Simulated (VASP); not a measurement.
The system is GaCo.

```xyz
2
Lattice="2.8780 0.0000 0.0000 0.0000 2.8780 0.0000 0.0000 0.0000 2.8780" Properties=species:S:1:pos:R:3 pbc="T T T"
Ga    1.4390    1.4390    1.4390
Co    0.0000    0.0000    0.0000
```

Base run:

```yaml
Program: VASP 6.6.1
Functional: LDA
Potentials_or_basis: VASP PAW LDA potentials, release 64 (Ga_d, Co)
Cutoff: 520 eV
k_mesh: 11 × 11 × 11
Occupations: fermi-dirac, width 0.08 eV
Spin: collinear spin, ferromagnetic start
Starting_moments: "[0.0, 0.5] μB"
Fixed_moment: 0.5 μB
```

Its results: pressure -11.5 GPa; site moments Ga -0.01; Co +0.51 μB.

Question: The run is repeated on the same cell with these changes: fixed moment from 0.5 μB to 1.4 μB; moments at the start from [0.0, 0.5] to [0.0, 1.4]. What comes out?

Answer: Pressure -4.6 GPa; site moments Ga +0.03; Co +1.32 μB.

Caveats: the cell stands under tension; the total moment is fixed, so each spin has its own Fermi level and the state may be an excited one.
